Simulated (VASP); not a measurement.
Here is a VASP 6.6.1 calculation.

Contents of INCAR:

```
  ALGO = Normal
  EDIFF = 1E-6
  ENCUT = 500
  GGA = PE
  GGA_COMPAT = False
  ISIF = 2
  ISMEAR = 0
  LASPH = True
  LCHARG = False
  LREAL = False
  LWAVE = False
  NBANDS = 13
  NELM = 120
  PREC = Accurate
  SIGMA = 0.1
```

The input KPOINTS:

```
k-points
0
Gamma
  8 8 8
```

File POSCAR:

```
W
1.0
   -1.5891893071      1.5891893071      1.5891893071
    1.5891893071     -1.5891893071      1.5891893071
    1.5891893071      1.5891893071     -1.5891893071
W
1
Direct
    0.0000000000      0.0000000000      0.0000000000
```

Potentials or basis: VASP PAW PBE potentials, release 64 (W_sv).

Run with:

```sh
$ cat potpaw_PBE.64/W_sv/POTCAR > POTCAR
$ mpirun -np 1 vasp_std > vasp.out
```

(1) What does it give for the band gap on the k mesh?

(2) Estimate the pressure.

Results:

(1) zero (band 7 reaches 16.34 eV, above the bottom of band 8 at 10.06 eV).

(2) 2.4 GPa.

Caveat: spin-orbit coupling is left out, which moves the levels of the heavy elements.
